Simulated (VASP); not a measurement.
**Nb: single point with r2SCAN**

Crystal: Nb.

```
CELL_PARAMETERS angstrom
-1.58356 1.58356 1.58356
1.58356 -1.58356 1.58356
1.58356 1.58356 -1.58356
ATOMIC_POSITIONS crystal
Nb 0.00000 0.00000 0.00000
```

```yaml
Program: VASP 6.6.1
Task: single point
Functional: r2SCAN
Potentials_or_basis: VASP PAW PBE potentials, release 64 (Nb_sv)
Cutoff: 520 eV
k_mesh: 18 × 18 × 18
Occupations: fermi-dirac, width 0.1 eV
Spin: no spin polarisation
Dipole_correction: no
Further_INCAR_settings: ALGO = Normal; EDIFF = 1e-06; NBANDS = 12
```

- Pressure: 27.5 GPa
- Band gap on the k mesh: zero (an odd number of electrons rules out a gap without spin polarisation)

Levels at points of the mesh, in eV from the Fermi level:
| k point | band 3 | band 4 | band 5 | band 6 | band 7 | band 8 | band 9 | band 10 |
| --- | --- | --- | --- | --- | --- | --- | --- | --- |
| (0.00, 0.00, 0.00) | -30.27 | -30.27 | -6.47 | 0.34 | 0.34 | 0.34 | 3.90 | 3.90 |
| (0.50, 0.00, 0.00) | -30.91 | -30.30 | -4.52 | -2.19 | 3.00 | 4.02 | 4.86 | 7.73 |
| (0.50, 0.50, 0.50) | -31.68 | -31.68 | -4.77 | -4.77 | 6.75 | 6.75 | 6.75 | 10.72 |

It took 2.3 min on 1 thread of Intel Xeon 8259CL, on a shared host, peak memory 0.15 GiB.

Caveat: the cell stands under pressure; the PAW data sets were made with another functional, which shifts forces and pressure a little.
